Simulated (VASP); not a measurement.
The system is NbSiO4.

```
Nb Si O
1.0
     3.26708    0.00000    0.00000
     0.00000    3.26708    0.00000
     0.00000    0.00000    5.74210
Nb Si O
1 1 4
Direct
  0.50000 0.50000 0.50000
  0.00000 0.00000 0.00000
  0.50000 0.00000 0.00000
  0.00000 0.50000 0.00000
  0.00000 0.00000 0.27370
  0.00000 0.00000 0.72630
```

The cell was generated, and may not be a known phase.

| Quantity | Value |
| --- | --- |
| Program | VASP 6.6.1 |
| Task | relaxation of cell and atoms |
| Functional | PBE |
| Potentials or basis | VASP PAW PBE potentials, release 64 (Nb_sv, Si, O) |
| Cutoff | 600 eV |
| k mesh | 6 × 6 × 4 |
| Occupations | gaussian, width 0.1 eV |
| Spin | collinear spin |
| Starting moments | [0.69, 0.0, 0.02, 0.02, -0.03, -0.03] μB |

At the start: pressure 20.3 GPa; volume 10.21 Å³/atom.

**Question.** How do energy, volume and symmetry change on relaxing?

**Answer.** Over 11 steps the energy falls by 492.1 meV/atom and the volume is 10.59 Å³/atom (+3.6 %); space group P4/mmm (No. 123, to 0.1 Å) before and after; moment 0.93 μB per cell.

The path:
```csv
step,energy change (eV),largest force (eV/Å),pressure (GPa),volume (Å³)
1,0.0000,10.7163,20.26,61.29
2,-0.7129,5.5535,-12.29,72.97
3,-2.6761,0.5311,-12.29,66.39
4,-2.6873,0.2701,-11.81,66.15
5,-2.6929,0.0880,-11.07,65.83
6,-2.8390,0.0538,12.02,60.16
7,-2.9294,0.0222,2.08,62.20
8,-2.9480,0.1066,0.92,62.87
9,-2.9515,0.1804,0.15,63.38
10,-2.9516,0.1738,0.17,63.34
11,-2.9527,0.0270,-0.32,63.51
```

Final structure:
```
CELL_PARAMETERS angstrom
3.17270 0.00000 0.00000
0.00000 3.17270 0.00000
0.00000 0.00000 6.30980
ATOMIC_POSITIONS crystal
Nb 0.50000 0.50000 0.50000
Si 0.00000 0.00000 0.00000
O 0.50000 0.00000 0.00000
O 0.00000 0.50000 0.00000
O 0.00000 0.00000 0.32151
O 0.00000 0.00000 0.67849
```
